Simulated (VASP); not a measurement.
Input of a VASP 6.6.1 run:

Contents of INCAR:

```
PREC     = Accurate       # precision mode
ENCUT    = 520            # plane-wave cutoff, eV
EDIFF    = 1E-7           # SCF threshold, eV
ISMEAR   = -1             # smearing method
SIGMA    = 0.05           # smearing width, eV
LREAL    = F              # projectors in reciprocal space
LASPH    = T              # aspherical terms in the spheres
NELM     = 80             # most SCF steps
ALGO     = Normal         # electronic algorithm
ISIF     = 2              # what is computed and relaxed
LWAVE    = F              # write WAVECAR
LCHARG   = T              # write CHGCAR
GGA      = RE             # functional
LELF     = T              # ELF
LVHAR    = T            
NBANDS   = 10             # bands
```

Contents of KPOINTS:

```
regular mesh
0
Gamma
  9 9 9
```

The input POSCAR:

```
I
1.0
    0.0000000000      2.3656004428      3.9098401324
    2.1922454667      0.0000000000      3.9098401324
    2.1922454667      2.3656004428      0.0000000000
I
1
Direct
    0.0000000000      0.0000000000      0.0000000000
```

Potentials or basis: VASP PAW PBE potentials, release 64 (I).

Command:

```sh
$ cat potpaw_PBE.64/I/POTCAR > POTCAR
$ mpirun -np 1 vasp_std > vasp.out
```

Problem. What does it give for the pressure?

Solution. 1.4 GPa.

Stress tensor (GPa, compression positive):
```
1.38 0.00 0.00
0.00 1.18 0.00
0.00 0.00 1.76
```

Caveat: the PAW data sets were made with another functional, which shifts forces and pressure a little; an odd number of electrons without spin polarisation forces a metal; a magnetic or distorted state may lie lower.
